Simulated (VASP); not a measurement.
A run of VASP 6.6.1 is set up as follows.

Contents of INCAR:

```
  ALGO = Normal
  EDIFF = 1E-6
  ENCUT = 520
  GGA = PS
  ISIF = 2
  ISMEAR = 0
  ISPIN = 2
  LASPH = T
  LCHARG = F
  LMAXMIX = 6
  LORBIT = 11
  LREAL = F
  LWAVE = F
  MAGMOM = 0.88 0.88 0.88 0
  NBANDS = 37
  NELM = 150
  PREC = Accurate
  SIGMA = 0.05
```

Contents of KPOINTS:

```
k-points
0
Gamma
  6 6 6
```

The input POSCAR:

```
Ce3Sn
1.0
    4.7001473174      0.0000000000      0.0000000000
    0.0000000000      4.7001473174      0.0000000000
    0.0000000000      0.0000000000      4.7001473174
Ce Sn
3 1
Direct
    0.0000000000      0.5000000000      0.5000000000
    0.5000000000      0.5000000000      0.0000000000
    0.5000000000      0.0000000000      0.5000000000
    0.0000000000      0.0000000000      0.0000000000
```

Potentials or basis: VASP PAW PBE potentials, release 64 (Ce, Sn_d).

Run with:

```console
$ cat potpaw_PBE.64/Ce/POTCAR potpaw_PBE.64/Sn_d/POTCAR > POTCAR
$ mpirun -np 1 vasp_std > vasp.out
```

Q: Estimate the pressure.

A: -0.3 GPa.

Q: Estimate the net moment.

A: 2.49 μB per cell.

Caveat: the magnetic or orbital state may not be the lowest; the PAW data sets were made with another functional, which shifts forces and pressure a little. The state reached can hang on the start; a lower one may exist.
